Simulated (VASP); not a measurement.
**C: single point with PBE**

C:

```
CELL_PARAMETERS angstrom
0.00000 1.82649 1.87106
1.82649 0.00000 1.87106
1.82649 1.82649 0.00000
ATOMIC_POSITIONS crystal
C 0.50000 0.50000 0.50000
C 0.75000 0.75000 0.75000
```

This cell differs from its parent crystal: volume 6.242 Å^3 an atom, c/a of the conventional cell 1.0244.

```yaml
Program: VASP 6.6.1
Task: single point
Functional: PBE
Potentials_or_basis: VASP PAW PBE potentials, release 64 (C)
Cutoff: 520 eV
k_mesh: 12 × 12 × 12
Occupations: gaussian, width 0.05 eV
Spin: no spin polarisation
Dipole_correction: no
Further_INCAR_settings: ALGO = Normal; EDIFF = 1e-06; NBANDS = 11
```

| Item | Value |
| --- | --- |
| Pressure | -33.1 GPa |
| Band gap on the k mesh | 3.65 eV, indirect (least direct gap 5.12 eV) |

Stress tensor (GPa, compression positive):
```
-26.20   0.00   0.00
  0.00 -26.20   0.00
  0.00   0.00 -46.84
```

Levels at points of the mesh, in eV from the valence-band top:
```tsv
k point	band 1	band 2	band 3	band 4	band 5	band 6	band 7	band 8	band 9
(0.00, 0.00, 0.00)	-20.35	-0.35	0.00	0.00	5.12	5.12	5.41	11.08	18.01
(0.50, 0.00, 0.00)	-15.10	-12.47	-2.88	-2.48	7.22	8.02	8.11	14.67	20.45
(0.50, 0.50, 0.00)	-12.45	-12.45	-5.63	-5.63	4.79	4.79	15.19	15.19	21.19
(0.50, 0.00, 0.50)	-12.12	-12.12	-5.96	-5.96	4.27	4.27	15.30	15.30	21.50
```

Run time: 13 s on 1 thread of Intel(R) Xeon(R) Platinum 8488C (Sapphire Rapids), on a shared host, peak memory 0.13 GiB.

 A k mesh can miss the band edges.
